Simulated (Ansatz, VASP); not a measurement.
# Two plane-wave programs on Au

INCAR

```
SYSTEM = Au
  PREC = Accurate
  ENCUT = 520
  EDIFF = 1E-6
  ISMEAR = -1
  SIGMA = 0.05
  LREAL = .False.
  LASPH = .True.
  NELM = 150
  ALGO = Fast
  ISIF = 2
  LWAVE = .False.
  LCHARG = .False.
  MAGMOM = 0 0 0
  LORBIT = 11
  LSORBIT = .True.
  GGA_COMPAT = .False.
  LORBMOM = .True.
  LMAXMIX = 4
  GGA = PS
  NBANDS = 22
```

KPOINTS

```
regular mesh
0
Gamma
  11 11 11
  0 0 0
```

The input POSCAR:

```
Au
1.0
    0.0000000000      2.0350000000      2.0350000000
    2.0350000000      0.0000000000      2.0350000000
    2.0350000000      2.0350000000      0.0000000000
Au
1
Direct
    0.0000000000      0.0000000000      0.0000000000
```

File input.yaml:

```yaml
crystal:
  lattice:
    - [0.0, 2.035, 2.035]
    - [2.035, 0.0, 2.035]
    - [2.035, 2.035, 0.0]
  atoms:
    - { symbol: Au, position: [0.0, 0.0, 0.0] }
hamiltonian:
  xc: pbesol
  pseudopotentials: { kind: paw_fr }
magnetization:
  noncollinear: true
  spin_orbit: true
kpoints:
  mp_grid: { grid: [11, 11, 11] }
  band_path:
    path:
      - [[0.0, 0.0, 0.0], [0.5, 0.0, 0.5], [0.5, 0.25, 0.75], [0.375, 0.375, 0.75], [0.0, 0.0, 0.0], [0.5, 0.5, 0.5], [0.625, 0.25, 0.625], [0.5, 0.25, 0.75], [0.5, 0.5, 0.5], [0.375, 0.375, 0.75]]
      - [[0.625, 0.25, 0.625], [0.5, 0.0, 0.5]]
    npoints: 14
scf:
  occupations: { method: fermi_dirac, width: 0.05 }
  n_extra_bands: 6
output:
  forces: true
  stress: true
  eigenvalues: true
  fatbands: false
```

Alike in both runs: functional PBEsol; k mesh 11 × 11 × 11; occupations fermi-dirac, width 0.05 eV; non-collinear spin, spin-orbit coupling.

|  | VASP | Ansatz |
| --- | --- | --- |
| version | VASP 6.6.1 | Ansatz 0.2.0 |
| potentials or method | VASP PAW PBE potentials, release 64 (Au) | Ansatz PAW |
| plane-wave cutoff (eV) | 520 | 420 |
| valence electrons in the cell | 11 | 19 |
| task | single point | band structure |

|  | VASP | Ansatz | Ansatz less VASP |
| --- | --- | --- | --- |
| pressure (GPa) | 0.2 | 0.2 | -0.04 |

VASP's potentials were made for PBE, not for PBEsol. With one functional, cell and mesh, what is left measures potentials, basis and numerics. VASP's potentials hold 11 valence electrons a cell and Ansatz's 19, so a difference there can come from the potentials and not from the codes.
